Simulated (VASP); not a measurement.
# GaSb: single point with PBEsol

Crystal: GaSb.

```
CELL_PARAMETERS angstrom
0.00000 2.72435 2.72435
2.72435 0.00000 2.72435
2.72435 2.72435 0.00000
ATOMIC_POSITIONS crystal
Ga 0.00000 0.00000 0.00000
Sb 0.75000 0.75000 0.75000
```

This cell differs from its parent crystal: N replaced by Sb, lengths x 1.211, strained.

- Program: VASP 6.6.1
- Task: single point
- Functional: PBEsol
- Potentials or basis: VASP PAW PBE potentials, release 64 (Ga_d, Sb)
- Cutoff: 520 eV
- k mesh: 12 × 12 × 12
- Occupations: gaussian, width 0.01 eV
- Spin: no spin polarisation

```
Pressure               : 40.0 GPa
Band gap on the k mesh : 0.05 eV, indirect (least direct gap 2.50 eV)
```

Levels at points of the mesh, in eV from the valence-band top:
```csv
k point,band 6,band 7,band 8,band 9,band 10,band 11,band 12,band 13
"(0.00, 0.00, 0.00)",-14.56,0.00,0.00,0.00,2.50,2.50,2.50,2.72
"(0.50, 0.00, 0.00)",-11.82,-8.71,-1.87,-1.87,1.21,3.52,3.52,5.71
"(0.50, 0.50, 0.00)",-10.42,-8.86,-4.13,-4.13,0.15,0.28,11.02,11.02
```

Wall time 29 s on 1 thread of Intel(R) Xeon(R) 6975P-C (Granite Rapids), with other jobs on the host, peak memory 0.2 GiB.

Caveat: the cell differs from its parent crystal (N replaced by Sb, lengths x 1.211, strained); the PAW data sets were made with another functional, which shifts forces and pressure a little; spin-orbit coupling is left out, which moves the levels of the heavy elements. A k mesh can miss the band edges.
